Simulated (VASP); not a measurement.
Input of a VASP 6.6.1 run:

File INCAR:

```
SYSTEM = AlN
ALGO = Normal
EDIFF = 1E-6
ENCUT = 520
GGA = PE
ISIF = 2
ISMEAR = 0
LASPH = .TRUE.
LCHARG = .FALSE.
LREAL = .FALSE.
LWAVE = .FALSE.
NBANDS = 26
NELM = 80
PREC = Accurate
SIGMA = 0.05
```

KPOINTS

```
k-points
0
G
  8 6 4
  0 0 0
```

The input POSCAR:

```
AlN
1.0
   -3.3134793387      0.0000000000      0.0000000000
    0.0000000000      0.0000000000     -4.1875902400
    0.0000000000     -5.7391145645      0.0000000000
Al N
4 4
Direct
    0.5000000000      0.2115695089      0.1666666667
    0.0000000000      0.2115695089      0.6666666667
    0.0000000000      0.7115695089      0.3333333333
    0.5000000000      0.7115695089      0.8333333333
    0.5000000000      0.8240282554      0.1666666667
    0.0000000000      0.8240282554      0.6666666667
    0.0000000000      0.3240282554      0.3333333333
    0.5000000000      0.3240282554      0.8333333333
```

Potentials or basis: VASP PAW PBE potentials, release 64 (Al, N).

Launch:

```console
$ cat potpaw_PBE.64/Al/POTCAR potpaw_PBE.64/N/POTCAR > POTCAR
$ mpirun -np 1 vasp_std > vasp.out
```

Q: What does it give for the pressure?

A: 26.5 GPa.

Q: Estimate the largest force.

A: 6.655 eV/Å.

Q: Predict the band gap on the k mesh.

A: 4.04 eV.

Stress tensor (GPa, compression positive):
```
-10.86   0.00   0.00
  0.00 -10.86   0.00
  0.00   0.00 101.14
```

Caveat: the cell differs from its parent crystal (atoms displaced along a vibrational mode); the cell stands under pressure; forces of over 1 eV/Å act on the atoms, so gaps and moduli don't describe the material at rest. A k mesh can miss the band edges.
